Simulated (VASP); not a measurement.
# Bi2Se3 (R-3m) in VASP: a series of runs

Bi2Se3 is run at these levels: PBE; tasks: single point.

Program: VASP 6.6.1. These are calculated values, not measurements. Logs are shortened: lines on timing, memory, paths and dates and some standing lists are left out, and cuts for length are marked.

**1. The cell of the first run**

Symmetry: R-3m, No. 166, trigonal system. The conventional cell has a = 4.142 Å, b = 4.142 Å, c = 28.385 Å, α = 90.00°, β = 90.00°, γ = 120.00°. Within 3.8 Å of Bi (site symmetry 3m) lie 6 Se at 2.85 to 3.06 Å. Within 3.8 Å of Se (site symmetry 3m) lie 3 Bi at 2.85 Å and 3 Se at 3.50 Å. Se (site symmetry -3m) has 6 Bi at 3.06 Å and 12 Se at 4.14 to 4.20 Å within 4.3 Å.

**2. Single point, PBE (uniaxial z strain -3.0%)**

Input file INCAR:

```
PREC = Accurate
ENCUT = 520
EDIFF = 1E-7
ISMEAR = -1
SIGMA = 0.02
LREAL = F
LASPH = T
NELM = 80
ALGO = Normal
ISIF = 2
LWAVE = F
LCHARG = F
GGA = PE
NBANDS = 32
```

Input file KPOINTS:

```
Automatic mesh
0
Gamma
  8 8 8
```

Input file POSCAR:

```
Bi2Se3
1.0
    2.0711835690      1.1957983911      9.4616867301
   -2.0711835690      1.1957983911      9.4616867301
    0.0000000000     -2.3915967823      9.4616867301
Bi Se
2 3
Direct
    0.4005339042      0.4005339042      0.4005339042
    0.5994660958      0.5994660958      0.5994660958
    0.2116750165      0.2116750165      0.2116750165
    0.7883249835      0.7883249835      0.7883249835
    0.0000000000      0.0000000000      0.0000000000
```

Potentials or basis: VASP PAW PBE potentials, release 64 (Bi_d, Se).

Launch:

```bash
$ cat potpaw_PBE.64/Bi_d/POTCAR potpaw_PBE.64/Se/POTCAR > POTCAR
$ mpirun -np 1 vasp_std > vasp.out
```

OUTCAR:

```text
PREC = Accurate
   ENCUT = 520
   EDIFF = 1E-7
   ISMEAR = -1
   LREAL = F
   LASPH = T
   NELM = 80
   ISIF = 2
   GGA = PE

 ion  position               nearest neighbor table
   1  0.401  0.401  0.401-   4 2.85   4 2.85   4 2.85   5 3.06   5 3.06   5 3.06
   2  0.599  0.599  0.599-   3 2.85   3 2.85   3 2.85   5 3.06   5 3.06   5 3.06
   3  0.212  0.212  0.212-   2 2.85   2 2.85   2 2.85
   4  0.788  0.788  0.788-   1 2.85   1 2.85   1 2.85
   5  0.000  0.000  0.000-   2 3.06   2 3.06   1 3.06   1 3.06   2 3.06   1 3.06

  LATTYP: Found a trigonal (rhomboedric) cell.
 ALAT       =     9.7592648774
 COS(alpha) =     0.9099190476

  Lattice vectors:

 A1 = (   2.0711835690,   1.1957983911,   9.4616867301)
 A2 = (  -2.0711835690,   1.1957983911,   9.4616867301)
 A3 = (   0.0000000000,  -2.3915967823,   9.4616867301)

Analysis of symmetry for initial positions (statically):
=====================================================================
 Subroutine PRICEL returns:
 Original cell was already a primitive cell.

 Routine SETGRP: Setting up the symmetry group for a
 trigonal (rhombohedral) supercell.

 Subroutine GETGRP returns: Found 12 space group operations
 (whereof 12 operations were pure point group operations)
 out of a pool of 12 trial point group operations.

The static configuration has the point symmetry D_3d.

Analysis of symmetry for dynamics (positions and initial velocities):
=====================================================================
 Subroutine PRICEL returns:
 Original cell was already a primitive cell.

 Routine SETGRP: Setting up the symmetry group for a
 trigonal (rhombohedral) supercell.

 Subroutine GETGRP returns: Found 12 space group operations
 (whereof 12 operations were pure point group operations)
 out of a pool of 12 trial point group operations.

The dynamic configuration has the point symmetry D_3d.

 Subroutine INISYM returns: Found 12 space group operations
 (whereof 12 operations are pure point group operations),
 and found     1 'primitive' translations

----------------------------------------------------------------------------------------

                                     Primitive cell

  volume of cell :     140.6036

  direct lattice vectors                    reciprocal lattice vectors
     2.071183569  1.195798391  9.461686730     0.241407863  0.139376895  0.035229800
    -2.071183569  1.195798391  9.461686730    -0.241407863  0.139376895  0.035229800
     0.000000000 -2.391596782  9.461686730     0.000000000 -0.278753790  0.035229800

  length of vectors
     9.759264877  9.759264877  9.759264877     0.280971198  0.280971198  0.280971198

  position of ions in fractional coordinates (direct lattice)
     0.400533904  0.400533904  0.400533904
     0.599466096  0.599466096  0.599466096
     0.211675017  0.211675017  0.211675017
     0.788324983  0.788324983  0.788324983
     0.000000000  0.000000000  0.000000000

  ion indices of the primitive-cell ions
   primitive index   ion index
                 1           1
                 2           2
                 3           3
                 4           4
                 5           5

----------------------------------------------------------------------------------------

 KPOINTS: Automatic mesh

Automatic generation of k-mesh.
 Grid dimensions read from file:
 generate k-points for:    8    8    8

 Generating k-lattice:

  Cartesian coordinates                     Fractional coordinates (reciprocal lattice)
     0.030175983  0.017422112  0.004403725     0.125000000  0.000000000  0.000000000
    -0.030175983  0.017422112  0.004403725     0.000000000  0.125000000  0.000000000
     0.000000000 -0.034844224  0.004403725     0.000000000  0.000000000  0.125000000

  Length of vectors
     0.035121400  0.035121400  0.035121400

  Shift w.r.t. Gamma in fractional coordinates (k-lattice)
     0.000000000  0.000000000  0.000000000

 Subroutine IBZKPT returns following result:
 ===========================================

 Found     65 irreducible k-points:

 Following reciprocal coordinates:
            Coordinates               Weight
  0.000000  0.000000  0.000000      1.000000
  0.125000  0.000000  0.000000      6.000000
  0.250000  0.000000  0.000000      6.000000
  0.375000  0.000000  0.000000      6.000000
  0.500000  0.000000  0.000000      3.000000
  0.125000  0.125000  0.000000      6.000000
[... 16 lines left out ...]
  0.250000  0.125000  0.125000      6.000000
  0.375000  0.125000  0.125000      6.000000
 [... further k-points ...]
   k-points           NKPTS =     65   k-points in BZ     NKDIM =     65   number of bands    NBANDS=     32
   number of dos      NEDOS =    301   number of ions     NIONS =      5
   total plane-waves  NPLWV = 512000
   dimension x,y,z NGX =    80 NGY =   80 NGZ =   80
   dimension x,y,z NGXF=   160 NGYF=  160 NGZF=  160
   ions per type =               2   3
   NGX,Y,Z   is equivalent  to a cutoff of  13.63, 13.63, 13.63 a.u.
   NGXF,Y,Z  is equivalent  to a cutoff of  27.26, 27.26, 27.26 a.u.
 SYSTEM =  unknown system
   PREC   = accura    normal or accurate (medium, high low for compatibility)
   ISTART =      0    job   : 0-new  1-cont  2-samecut
   ICHARG =      2    charge: 1-file 2-atom 10-const
   ISPIN  =      1    spin polarized calculation?
   LNONCOLLINEAR =      F non collinear calculations
   LSORBIT =      F    spin-orbit coupling
   LASPH  =      T    aspherical Exc in radial PAW
   ENCUT  =  520.0 eV  38.22 Ry    6.18 a.u.  18.15 18.15 18.15*2*pi/ulx,y,z
   NELM   =     80;   NELMIN=  2; NELMDL= -5     # of ELM steps
   EDIFF  = 0.1E-06   stopping-criterion for ELM
   LREAL  =      F    real-space projection
   EDIFFG = 0.1E-05   stopping-criterion for IOM
   NSW    =      0    number of steps for IOM
   IBRION =     -1    ionic relax: 0-MD 1-quasi-New 2-CG
   NFREE  =      0    steps in history (QN), initial steepest desc. (CG)
   ISIF   =      2    stress and relaxation
   ISYM   =      2    0-nonsym 1-usesym 2-fastsym
   POTIM  = 0.5000    time-step for ionic-motion
   TEBEG  =    0.0;   TEEND  =   0.0 temperature during run
   PSTRESS=    0.0 pullay stress
   NELECT =      48.0000    total number of electrons
   NUPDOWN=      -1.0000    fix difference up-down
   EMIN   =  10.00;   EMAX   =-10.00  energy-range for DOS
   EFERMI =   0.00;   METHOD = LEGACY
   ISMEAR =    -1;   SIGMA  =   0.02  broadening in eV -4-tet -1-fermi 0-gaus
   EFERMI_NEDOS =   21; number of points for ismear=-14 and -15
   IALGO  =     38    algorithm
   IMIX   =      4    mixing-type and parameters
     AMIX     =   0.40;   BMIX     =  1.00
     AMIX_MAG =   1.60;   BMIX_MAG =  1.00
  volume/ion in A,a.u.               =      28.12       189.77
  Fermi-wavevector in a.u.,A,eV,Ry     =   1.144168  2.162164 17.811664  1.309120
  Thomas-Fermi vector in A             =   2.280861
   LORBIT       =      0    0 simple, 1 ext, 2 COOP (PROOUT), +10 PAW based schemes
   GGA     = PE    functional components
   LHFCALC =     F    Hartree Fock is set to
   AEXX    =    0.0000 exact exchange contribution
   IVDW    =     0    specifies the selected vdW correction
   LEPSILON=     F    determine dielectric tensor
   LRPA    =     F    only Hartree local field effects (RPA)
 non-spin polarized calculation
  energy-cutoff  :      520.00
  volume of cell :      140.60
 maximum number of plane-waves:      3821
 NGX is ok and might be reduce to    80
   NGX = 37   NGY = 37   NGZ = 37

 number of electron      48.0000000 magnetization

 Free energy of the ion-electron system (eV)
  ---------------------------------------------------
  ext. energy  EPLUGINS =         0.00000000
  ---------------------------------------------------
  free energy    TOTEN  =       -20.13319583 eV

  energy without entropy =      -20.13318426  energy(sigma->0) =      -20.13319005

 E-fermi :   5.1604     XC(G=0):  -9.5393

 val. band max:        5.0751746982   @ k =   0.0000   0.0000   0.0000
 cond. band min:       5.2456139742   @ k =   0.0000   0.0000   0.0000
 fundamental gap:      0.1704392760
 Fermi energy:         5.1603915388

 k-point     1 :       0.0000    0.0000    0.0000
  band No.  band energies     occupation
      1     -18.0594      2.00000
      2     -18.0594      2.00000
      3     -18.0573      2.00000
      4     -18.0573      2.00000
      5     -18.0527      2.00000
      6     -18.0500      2.00000
[... 24 lines left out ...]
     31      10.9333      0.00000
     32      12.0165      0.00000

 k-point     2 :       0.1250    0.0000    0.0000
  band No.  band energies     occupation
      1     -18.0619      2.00000
      2     -18.0593      2.00000
      3     -18.0559      2.00000
      4     -18.0538      2.00000
      5     -18.0503      2.00000
      6     -18.0478      2.00000
[... 24 lines left out ...]
     31      10.5083      0.00000
     32      11.0974      0.00000

 k-point     3 :       0.2500    0.0000    0.0000
  band No.  band energies     occupation
      1     -18.0691      2.00000
      2     -18.0653      2.00000
      3     -18.0496      2.00000
      4     -18.0493      2.00000
      5     -18.0470      2.00000
      6     -18.0446      2.00000
[... 24 lines left out ...]
     31       9.6234      0.00000
     32      11.2820      0.00000

 k-point     4 :       0.3750    0.0000    0.0000
  band No.  band energies     occupation
      1     -18.0773      2.00000
      2     -18.0720      2.00000
      3     -18.0532      2.00000
      4     -18.0484      2.00000
      5     -18.0479      2.00000
      6     -18.0439      2.00000
[... 24 lines left out ...]
     31       9.6232      0.00000
     32      11.4234      0.00000

 k-point     5 :       0.5000    0.0000    0.0000
  band No.  band energies     occupation
      1     -18.0808      2.00000
      2     -18.0749      2.00000
      3     -18.0547      2.00000
      4     -18.0493      2.00000
      5     -18.0488      2.00000
      6     -18.0435      2.00000
[... 584 lines left out ...]
     31      10.4353      0.00000
     32      11.9667      0.00000

 k-point    22 :       0.1250    0.1250    0.1250
  band No.  band energies     occupation
      1     -18.0594      2.00000
      2     -18.0594      2.00000
      3     -18.0573      2.00000
      4     -18.0573      2.00000
      5     -18.0527      2.00000
      6     -18.0500      2.00000
[... 24 lines left out ...]
     31      10.9354      0.00000
     32      11.8804      0.00000

 k-point    23 :       0.2500    0.1250    0.1250
  band No.  band energies     occupation
      1     -18.0619      2.00000
      2     -18.0593      2.00000
      3     -18.0559      2.00000
      4     -18.0538      2.00000
      5     -18.0503      2.00000
      6     -18.0478      2.00000
[... 24 lines left out ...]
     31      10.4670      0.00000
     32      11.2934      0.00000

 k-point    24 :       0.3750    0.1250    0.1250
  band No.  band energies     occupation
      1     -18.0691      2.00000
      2     -18.0653      2.00000
      3     -18.0496      2.00000
      4     -18.0493      2.00000
      5     -18.0470      2.00000
      6     -18.0445      2.00000
[... 24 lines left out ...]
     31       9.7033      0.00000
     32      11.3661      0.00000

 [... further k-points ...]
[... 5 lines left out ...]
  --------------------------------------------------------------------------------------
  -------------------------------------------------------------------------------------
  Total        2.6390478      2.6390478      2.9635964      0.0000000     -0.0000000      0.0000000
  in kB       30.0719412     30.0719412     33.7701721      0.0000000     -0.0000000      0.0000000
  external PRESSURE =      31.3046848 kB  Pullay stress =       0.0000000 kB

 VOLUME and BASIS-vectors are now :
 -----------------------------------------------------------------------------
  energy-cutoff  :      520.00
  volume of cell :      140.60
      direct lattice vectors                 reciprocal lattice vectors
     2.071183569  1.195798391  9.461686730     0.241407863  0.139376895  0.035229800
    -2.071183569  1.195798391  9.461686730    -0.241407863  0.139376895  0.035229800
     0.000000000 -2.391596782  9.461686730     0.000000000 -0.278753790  0.035229800

 POSITION                                       TOTAL-FORCE (eV/Angst)
 -----------------------------------------------------------------------------------
      0.00000     -0.00000     11.36918         0.000000      0.000000     -0.100905
      0.00000     -0.00000     17.01588         0.000000     -0.000000      0.100905
      0.00000     -0.00000      6.00841         0.000000      0.000000     -0.210589
      0.00000     -0.00000     22.37665         0.000000     -0.000000      0.210589
      0.00000      0.00000      0.00000         0.000000     -0.000000      0.000000
 -----------------------------------------------------------------------------------
    total drift:                                0.000000     -0.000000      0.000000

  FREE ENERGIE OF THE ION-ELECTRON SYSTEM (eV)
  ---------------------------------------------------
  free  energy   TOTEN  =       -20.1331958316 eV

  energy  without entropy=      -20.1331842631  energy(sigma->0) =      -20.13319005
```

It took 24 min on 1 thread of AMD EPYC 9R45 (Zen 5), shared host; peak memory 1 GiB.

Results:

```yaml
Free_energy: -20.1332 eV
Pressure: 3.1 GPa
Largest_force: 0.211 eV/Å
Band_gap_on_the_k_mesh: 0.17 eV
```

Forces on the atoms (eV/Å):
```
Bi   0.000  0.000 -0.101
Bi   0.000  0.000  0.101
Se   0.000  0.000 -0.211
Se   0.000  0.000  0.211
Se   0.000  0.000  0.000
```

Caveat: the cell differs from its parent crystal (uniaxial z strain -3.0%); the cell stands under pressure; spin-orbit coupling is left out, which moves the levels of the heavy elements. A k mesh can miss the band edges.

**3. Single point, PBE (uniaxial z strain -2.0%)**

Input file INCAR:

```
PREC = Accurate
ENCUT = 520
EDIFF = 1E-6
ISMEAR = -1
SIGMA = 0.02
LREAL = F
LASPH = T
NELM = 60
ALGO = Normal
ISIF = 2
LWAVE = F
LCHARG = F
GGA = PE
NBANDS = 32
```

KPOINTS is that of step 2.

Input file POSCAR:

```
Bi2Se3
1.0
    2.0711835690      1.1957983911      9.5592298923
   -2.0711835690      1.1957983911      9.5592298923
    0.0000000000     -2.3915967823      9.5592298923
Bi Se
2 3
Direct
    0.4001648117      0.4001648117      0.4001648117
    0.5998351883      0.5998351883      0.5998351883
    0.2124549423      0.2124549423      0.2124549423
    0.7875450577      0.7875450577      0.7875450577
    0.0000000000      0.0000000000      0.0000000000
```

Potentials or basis: VASP PAW PBE potentials, release 64 (Bi_d, Se).

Launch:

```bash
$ cat potpaw_PBE.64/Bi_d/POTCAR potpaw_PBE.64/Se/POTCAR > POTCAR
$ mpirun -np 1 vasp_std > vasp.out
```

It took 21 min on 1 thread of AMD EPYC 9R45 (Zen 5), shared host; peak memory 1 GiB.

It converged, with:

| Property | Result |
| --- | --- |
| Free energy | -20.1547 eV |
| Pressure | 2.8 GPa |
| Largest force | 0.201 eV/Å |
| Band gap on the k mesh | 0.23 eV |

Forces in eV/Å, atoms in the order of the input:
```
Bi   0.000  0.000 -0.101
Bi   0.000  0.000  0.101
Se   0.000  0.000 -0.201
Se   0.000  0.000  0.201
Se   0.000  0.000  0.000
```

Stress tensor (GPa, compression positive):
```
2.70 0.00 0.00
0.00 2.70 0.00
0.00 0.00 2.88
```

Levels at points of the mesh, in eV from the valence-band top:
```tsv
k point	band 20	band 21	band 22	band 23	band 24	band 25	band 26	band 27	band 28	band 29
(0.00, 0.00, 0.00)	-1.82	-1.82	-1.21	-1.21	0.00	0.23	1.42	1.42	2.14	2.75
(0.50, 0.00, 0.00)	-2.97	-2.94	-2.09	-1.24	-0.55	0.88	1.97	3.02	3.17	4.08
(0.50, 0.50, 0.00)	-2.57	-1.88	-1.84	-1.62	-0.99	1.38	1.99	2.60	3.04	3.59
(0.50, 0.50, 0.50)	-1.61	-1.51	-1.38	-1.38	-0.43	0.62	1.70	1.70	2.08	2.43
```

Caveat: the cell differs from its parent crystal (uniaxial z strain -2.0%); spin-orbit coupling is left out, which moves the levels of the heavy elements.
